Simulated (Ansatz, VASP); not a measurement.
**Pd in VASP and in Ansatz**

```
CELL_PARAMETERS angstrom
0.00000 1.95677 1.95677
1.95677 0.00000 1.95677
1.95677 1.95677 0.00000
ATOMIC_POSITIONS crystal
Pd 0.00000 0.00000 0.00000
```

Alike in both runs: task single point; functional r2SCAN; k mesh 14 × 14 × 14; occupations gaussian, width 0.3 eV; collinear spin.

```csv
,VASP,Ansatz
version,VASP 6.6.1,Ansatz 0.2.0
potentials or method,"VASP PAW PBE potentials, release 64 (Pd), cutoff 520 eV","plane waves (500 eV) with PAW, scalar-relativistic"
valence electrons in the cell,10,18
```

|  | VASP | Ansatz | Ansatz less VASP |
| --- | --- | --- | --- |
| pressure (GPa) | 0.5 | 0.1 | -0.42 |
| net moment per atom (μB) | 0.00 | 0.33 | +0.332 |
| size of the moment on the site where the two differ most (μB) | 0.00 | 0.35 | +0.346 |

The net moments are unlike, so the other rows may belong to different states. VASP's potentials were made for PBE, not for r2SCAN. Site moments also hang on the region over which each program counts them. VASP's potentials hold 10 valence electrons a cell and Ansatz's 18, so a difference there can come from the potentials and not from the codes. Ansatz's warnings: stability check not made.
